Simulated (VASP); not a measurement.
Crystal: MnSb.

```
Sb Mn
1.0
     4.15000    0.00000    0.00000
    -2.07500    3.59401    0.00000
     0.00000    0.00000    5.78000
Sb Mn
2 2
Direct
  0.66667 0.33333 0.75000
  0.33333 0.66667 0.25000
  0.00000 0.00000 0.50000
  0.00000 0.00000 0.00000
```

* Program: VASP 6.6.1
* Task: relaxation of cell and atoms
* Functional: revPBE
* Dispersion: D3(BJ)
* Potentials or basis: VASP PAW PBE potentials, release 64 (Sb, Mn_pv)
* Cutoff: 600 eV
* k mesh: 7 × 7 × 5
* Occupations: fermi-dirac, width 0.05 eV
* Spin: collinear spin, ferromagnetic start
* Starting moments: [0.0, 0.0, 4.0, 4.0] μB

At the start: pressure -6.8 GPa; volume 21.55 Å³/atom.

Question: Where does the relaxation end?

Answer: Over 5 steps the energy falls by 64.9 meV/atom and the volume is 18.87 Å³/atom (-12.4 %); space group P6_3/mmc (No. 194, to 0.1 Å) before and after; moment 5.89 μB per cell.

The path:
```csv
step,energy change (eV),largest force (eV/Å),pressure (GPa),volume (Å³)
1,0.0000,0.0000,-6.76,86.21
2,-0.2582,0.0000,0.13,75.35
3,-0.2582,0.0000,0.02,75.47
4,-0.2591,0.0000,0.00,75.48
5,-0.2596,0.0000,-0.05,75.49
```

Final structure:
```yaml
crystal:
  lattice:
    - [3.99240, 0.00000, 0.00000]
    - [-1.99620, 3.45752, 0.00000]
    - [0.00000, 0.00000, 5.46852]
  atoms:
    - { symbol: Sb, position: [0.66667, 0.33333, 0.75000] }
    - { symbol: Sb, position: [0.33333, 0.66667, 0.25000] }
    - { symbol: Mn, position: [0.00000, 0.00000, 0.50000] }
    - { symbol: Mn, position: [0.00000, 0.00000, 0.00000] }
```

Caveat: the PAW data sets were made with another functional, which shifts forces and pressure a little; the run started ferromagnetic, and an antiferromagnetic order may lie lower in energy.
